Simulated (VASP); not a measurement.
# Cs2ZrS6 in VASP: further runs, part 2 of 2

VASP 6.6.1.

## (3) Single point, PBE

File INCAR:

```
PREC = Accurate ; ENCUT = 520
EDIFF = 1E-6 ; ISMEAR = -1
SIGMA = 0.1 ; LREAL = False
LASPH = True ; NELM = 60
ALGO = Normal ; ISIF = 2
LWAVE = False ; LCHARG = True
GGA = PE ; LELF = True
LVHAR = True ; NBANDS = 43
NELECT = 67.0
```

File KPOINTS:

```
Automatic mesh
0
Gamma
  3 3 3
```

File POSCAR:

```
Cs2ZrS6
1.0
    3.5424010000      6.1356160000      0.0000000000
   -3.5424010000      6.1356160000      0.0000000000
    0.0000000000      0.0000000000      5.5374200000
Zr S Cs
1 6 2
Direct
    0.0000000000      0.0000000000      0.0000000000
    0.1600000000      0.6800000000      0.1980000000
    0.1600000000      0.1600000000      0.1980000000
    0.6800000000      0.1600000000      0.1980000000
    0.8400000000      0.3200000000      0.8020000000
    0.3200000000      0.8400000000      0.8020000000
    0.8400000000      0.8400000000      0.8020000000
    0.3333000000      0.3334000000      0.6920000000
    0.6667000000      0.6666000000      0.3080000000
```

Potentials or basis: VASP PAW PBE potentials, release 64 (Zr_sv, S, Cs_sv).

Command:

```bash
$ cat potpaw_PBE.64/Zr_sv/POTCAR potpaw_PBE.64/S/POTCAR potpaw_PBE.64/Cs_sv/POTCAR > POTCAR
$ mpirun -np 1 vasp_std > vasp.out
```

OUTCAR:

```text
PREC = Accurate
   ENCUT = 520
   EDIFF = 1E-6
   ISMEAR = -1
   LREAL = False
   LASPH = True
   NELM = 60
   ISIF = 2
   GGA = PE
   NELECT = 67.0

 ion  position               nearest neighbor table
   1  0.000  0.000  0.000-   3 2.25   7 2.25   4 2.25   5 2.25   6 2.25   2 2.25
   2  0.160  0.680  0.198-   1 2.25
   3  0.160  0.160  0.198-   1 2.25
   4  0.680  0.160  0.198-   1 2.25
   5  0.840  0.320  0.802-   1 2.25
   6  0.320  0.840  0.802-   1 2.25
   7  0.840  0.840  0.802-   1 2.25
   8  0.333  0.333  0.692-
   9  0.667  0.667  0.308-

  LATTYP: Found a hexagonal cell.
 ALAT       =     7.0847998239
 C/A-ratio  =     0.7815915958

  Lattice vectors:

 A1 = (   3.5424010000,  -6.1356160000,   0.0000000000)
 A2 = (   3.5424010000,   6.1356160000,   0.0000000000)
 A3 = (   0.0000000000,   0.0000000000,   5.5374200000)

Analysis of symmetry for initial positions (statically):
=====================================================================
 Subroutine PRICEL returns:
 Original cell was already a primitive cell.

 Routine SETGRP: Setting up the symmetry group for a
 hexagonal supercell.

 Subroutine GETGRP returns: Found  4 space group operations
 (whereof  4 operations were pure point group operations)
 out of a pool of 24 trial point group operations.

The static configuration has the point symmetry C_2h.

Analysis of symmetry for dynamics (positions and initial velocities):
=====================================================================
 Subroutine PRICEL returns:
 Original cell was already a primitive cell.

 Routine SETGRP: Setting up the symmetry group for a
 hexagonal supercell.

 Subroutine GETGRP returns: Found  4 space group operations
[... 122 lines left out ...]
     AMIX_MAG =   1.60;   BMIX_MAG =  1.00
  volume/ion in A,a.u.               =      26.75       180.49
  Fermi-wavevector in a.u.,A,eV,Ry     =   1.068896  2.019920 15.545172  1.142538
  Thomas-Fermi vector in A             =   2.204558
   LORBIT       =      0    0 simple, 1 ext, 2 COOP (PROOUT), +10 PAW based schemes
   GGA     = PE    functional components
   LHFCALC =     F    Hartree Fock is set to
   AEXX    =    0.0000 exact exchange contribution
   IVDW    =     0    specifies the selected vdW correction
   LEPSILON=     F    determine dielectric tensor
   LRPA    =     F    only Hartree local field effects (RPA)
 non-spin polarized calculation
  energy-cutoff  :      520.00
  volume of cell :      240.71
 maximum number of plane-waves:      6501
 NGX is ok and might be reduce to    54
   NGX = 27   NGY = 27   NGZ = 21

 number of electron      66.9999997 magnetization

 Free energy of the ion-electron system (eV)
  ---------------------------------------------------
  ext. energy  EPLUGINS =         0.00000000
  ---------------------------------------------------
  free energy    TOTEN  =       -32.33193761 eV

  energy without entropy =      -31.91849604  energy(sigma->0) =      -32.12521682

 E-fermi :   2.8989     XC(G=0):  -9.1318

 val. band max:        2.8865648204   @ k =   0.3333   0.0000   0.0000
 cond. band min:       2.9264869647   @ k =  -0.3333   0.3333   0.3333
 fundamental gap:      0.0399221443
 Fermi energy:         2.8989300335

 k-point     1 :       0.0000    0.0000    0.0000
  band No.  band energies     occupation
      1     -44.4412      2.00000
      2     -23.0880      2.00000
      3     -23.0880      2.00000
      4     -22.8206      2.00000
      5     -17.7855      2.00000
      6     -17.7359      2.00000
[... 449 lines left out ...]
     42       8.9579      0.00000
     43       9.3431      0.00000

------------------------ aborting loop because EDIFF is reached ----------------------------------------

  FORCE on cell =-STRESS in cart. coord.  units (eV):
  Direction    XX          YY          ZZ          XY          YZ          ZX
  --------------------------------------------------------------------------------------
  -------------------------------------------------------------------------------------
  Total       31.6532403     31.6489433     25.6293035     -0.0036988     -0.0028387      0.0049167
  in kB      210.6858668    210.6572661    170.5901824     -0.0246195     -0.0188942      0.0327256
  external PRESSURE =     197.3111051 kB  Pullay stress =       0.0000000 kB

 VOLUME and BASIS-vectors are now :
 -----------------------------------------------------------------------------
  energy-cutoff  :      520.00
  volume of cell :      240.71
      direct lattice vectors                 reciprocal lattice vectors
     3.542401000  6.135616000  0.000000000     0.141147205  0.081491410  0.000000000
    -3.542401000  6.135616000  0.000000000    -0.141147205  0.081491410  0.000000000
     0.000000000  0.000000000  5.537420000     0.000000000  0.000000000  0.180589516

 POSITION                                       TOTAL-FORCE (eV/Angst)
 -----------------------------------------------------------------------------------
      0.00000      0.00000      0.00000        -0.000000     -0.000000     -0.000000
     -1.84205      5.15392      1.09641         3.148772     -1.817944      2.634478
      0.00000      1.96340      1.09641        -0.000131      3.636670      2.635263
      1.84205      5.15392      1.09641        -3.149515     -1.818222      2.635263
      1.84205      7.11731      4.44101        -3.148772      1.817944     -2.634478
     -1.84205      7.11731      4.44101         3.149515      1.818222     -2.635263
      0.00000     10.30783      4.44101         0.000131     -3.636670     -2.635263
     -0.00035      4.09062      3.83189         0.001051     -0.000607      0.112654
      0.00035      8.18062      1.70553        -0.001051      0.000607     -0.112654
 -----------------------------------------------------------------------------------
    total drift:                                0.000000     -0.000000     -0.000000

  FREE ENERGIE OF THE ION-ELECTRON SYSTEM (eV)
  ---------------------------------------------------
  free  energy   TOTEN  =       -32.3319376083 eV

  energy  without entropy=      -31.9184960414  energy(sigma->0) =      -32.12521682
```

OSZICAR:

```text
N       E                     dE             d eps       ncg     rms          rms(c)
DAV:   1     0.500006116803E+03    0.50001E+03   -0.29713E+04   860   0.136E+03
DAV:   2     0.630272433184E+01   -0.49370E+03   -0.48107E+03  1120   0.277E+02
DAV:   3    -0.328265305731E+02   -0.39129E+02   -0.38425E+02  1168   0.803E+01
DAV:   4    -0.340461691665E+02   -0.12196E+01   -0.12168E+01  1216   0.133E+01
DAV:   5    -0.340775284082E+02   -0.31359E-01   -0.31354E-01  1240   0.180E+00    0.374E+01
DAV:   6    -0.324562100341E+02    0.16213E+01   -0.34028E+00   989   0.664E+00    0.193E+01
DAV:   7    -0.323396542236E+02    0.11656E+00   -0.21215E+00  1152   0.533E+00    0.313E+00
DAV:   8    -0.323294283186E+02    0.10226E-01   -0.22210E-01  1039   0.201E+00    0.206E+00
DAV:   9    -0.323321957665E+02   -0.27674E-02   -0.13555E-02  1048   0.589E-01    0.703E-01
DAV:  10    -0.323317207624E+02    0.47500E-03   -0.23056E-03  1050   0.188E-01    0.150E-01
DAV:  11    -0.323319414175E+02   -0.22066E-03   -0.61932E-04  1064   0.119E-01    0.873E-02
DAV:  12    -0.323319366887E+02    0.47288E-05   -0.30252E-05  1152   0.235E-02    0.404E-02
DAV:  13    -0.323319376083E+02   -0.91964E-06   -0.81481E-06  1016   0.124E-02
   1 F= -.32331938E+02 E0= -.32125217E+02  d E =-.413442E+00
```

Run time: 77 s. Hardware: 1 thread of Intel Xeon Platinum 8488C (Sapphire Rapids), shared host; peak memory 0.39 GiB.

What came out:

```yaml
Free_energy: -32.3319 eV
Largest_force: 4.491 eV/Å
```

Forces on the atoms (eV/Å):
```
Zr   0.000  0.000  0.000
S    3.149 -1.818  2.634
S    0.000  3.637  2.635
S   -3.150 -1.818  2.635
S   -3.149  1.818 -2.634
S    3.150  1.818 -2.635
S    0.000 -3.637 -2.635
Cs   0.001 -0.001  0.113
Cs  -0.001  0.001 -0.113
```

Levels at points of the mesh, in eV from the Fermi level:
```
           k point  band 31  band 32  band 33  band 34  band 35  band 36  band 37  band 38
(0.00, 0.00, 0.00)    -0.04    -0.04     0.14     0.14     0.27     0.46     2.95     2.95
```

Caveat: the k points lie up to 0.38 Å⁻¹ apart, too coarse for converged energies and pressures of a metal; the cell carries a net charge on a neutralising background, which shifts energy and pressure; the cell is charged against a uniform background, so pressure and absolute levels hang on convention; spin-orbit coupling is left out, which moves the levels of the heavy elements; forces of over 1 eV/Å act on the atoms, so gaps and moduli don't describe the material at rest.
